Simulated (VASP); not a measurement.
Input of a VASP 6.6.1 run:

INCAR

```
SYSTEM = Al5O8
PREC = Accurate
ENCUT = 520
EDIFF = 1E-6
ISMEAR = -1
SIGMA = 0.05
LREAL = Auto
LASPH = .TRUE.
NELM = 80
ALGO = Normal
ISIF = 2
LWAVE = .FALSE.
LCHARG = .FALSE.
GGA = CA
NELECT = 188.0
NBANDS = 120
```

The input KPOINTS:

```
regular mesh
0
G
  2 2 2
  0 0 0
```

POSCAR

```
Al5O8
1.0
   -4.7351000000     -2.7338110000      4.3003330000
    4.7351000000     -2.7338110000      4.3003330000
    0.0000000000      5.4676230000      4.3003330000
Al O
15 24
Direct
    0.3502517828      0.3514885043      0.3572781657
    0.1486741886      0.1511881798      0.1465574787
    0.6458429623      0.6427469347      0.6554162997
    0.8557943535      0.8514318268      0.8487400670
    0.7814937412      0.7815974349      0.2819105947
    0.1480025438      0.1481068711      0.6484209273
    0.3528398827      0.3529444212      0.8532570541
    0.8568594895      0.3503548751      0.8518017627
    0.6461388837      0.1487776875      0.6515018805
    0.1549982077      0.6459436999      0.1430610335
    0.3483200213      0.8558972636      0.3517461719
    0.3513831739      0.8569621480      0.8506677825
    0.1510820327      0.6462434866      0.6490910722
    0.6426409768      0.1551015373      0.1462564738
    0.8513259904      0.3484253124      0.3562126191
    0.5993016019      0.4015801176      0.7598772729
    0.7487827542      0.5769899727      0.4253709636
    0.4032503079      0.7508835152      0.5962789938
    0.3821849178      0.6015777501      0.2705662411
    0.2503298196      0.4014979048      0.6009526998
    0.5941016614      0.2509783905      0.4081066199
    0.0990000713      0.9022057058      0.7438465247
    0.2434281347      0.0991057339      0.4025191308
    0.9021004110      0.2435322710      0.5994193872
    0.8989586451      0.1076002789      0.2372798671
    0.7368604996      0.8990623538      0.6079157052
    0.1074921886      0.7369690740      0.3993772959
    0.0958587915      0.4033557821      0.2511982433
    0.2594572686      0.5994063721      0.9018937239
    0.9249543518      0.7488892212      0.0773036056
    0.9076861892      0.5942060093      0.7512914503
    0.7701484613      0.3822875925      0.1018916924
    0.1005342215      0.2504351740      0.9018112613
    0.5768857389      0.9250591672      0.2492069233
    0.7507785312      0.0959638493      0.9036690412
    0.4014747856      0.2595635271      0.0997204472
    0.4013925510      0.1006392406      0.7507490977
    0.2508745044      0.9077924153      0.0945197521
    0.6014726670      0.7702530518      0.8826043528
```

Potentials or basis: VASP PAW LDA potentials, release 64 (Al, O).

Launch:

```console
$ cat potpaw_LDA.64/Al/POTCAR potpaw_LDA.64/O/POTCAR > POTCAR
$ mpirun -np 1 vasp_std > vasp.out
```

(1) Predict the largest force.

## Answers

(1) 1.710 eV/Å.

Caveat: the k points lie up to 0.45 Å⁻¹ apart; the cell carries a net charge on a neutralising background, which shifts energy and pressure.
